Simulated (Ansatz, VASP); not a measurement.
Two plane-wave programs on PbS

Contents of INCAR:

```
ALGO     = Normal         # electronic algorithm
EDIFF    = 1E-7           # SCF threshold, eV
ENCUT    = 520            # plane-wave cutoff, eV
GGA      = PE             # functional
ISIF     = 2              # what is computed and relaxed
ISMEAR   = -1             # smearing method
LASPH    = T              # aspherical terms in the spheres
LCHARG   = F              # write CHGCAR
LREAL    = F              # projectors in reciprocal space
LWAVE    = F              # write WAVECAR
NBANDS   = 17             # bands
NELM     = 60             # most SCF steps
PREC     = Accurate       # precision mode
SIGMA    = 0.08           # smearing width, eV
```

The input KPOINTS:

```
k-points
0
Gamma
  13 13 13
```

File POSCAR:

```
PbS
1.0
    0.0000000000      2.9324266058      2.9324266058
    2.9324266058      0.0000000000      2.9324266058
    2.9324266058      2.9324266058      0.0000000000
Pb S
1 1
Direct
    0.0000000000      0.0000000000      0.0000000000
    0.5000000000      0.5000000000      0.5000000000
```

Input for Ansatz:

```yaml
crystal:
  lattice:
    - [0.0, 2.9324266058, 2.9324266058]
    - [2.9324266058, 0.0, 2.9324266058]
    - [2.9324266058, 2.9324266058, 0.0]
  atoms:
    - { symbol: Pb, position: [0.0, 0.0, 0.0] }
    - { symbol: S, position: [0.5, 0.5, 0.5] }
kpoints:
  mp_grid: { grid: [13, 13, 13] }
scf:
  occupations: { method: fermi_dirac, width: 0.08 }
hamiltonian:
  xc: pbe
  pseudopotentials: { kind: paw }
output:
  forces: true
  stress: true
  eigenvalues: true
  write_density: true
  write_potential: true
  elf: true
  volumetric_format: npy
```

Change from the starting cell: volume scaled by 0.93, to set the pressure.

Alike in both runs: task single point; functional PBE; k mesh 13 × 13 × 13; occupations fermi-dirac, width 0.08 eV; no spin polarisation.

|  | VASP | Ansatz |
| --- | --- | --- |
| version | VASP 6.6.1 | Ansatz 0.2.0 |
| potentials or method | VASP PAW PBE potentials, release 64 (Pb_d, S) | PAW with Ansatz's default frozen-core files, scalar-relativistic |
| plane-wave cutoff (eV) | 520 | 420 |
| valence electrons in the cell | 20 | 20 |

```tsv
	VASP	Ansatz	Ansatz less VASP
pressure (GPa)	4.4	4.5	+0.08
```

Neither program's run includes spin-orbit coupling.
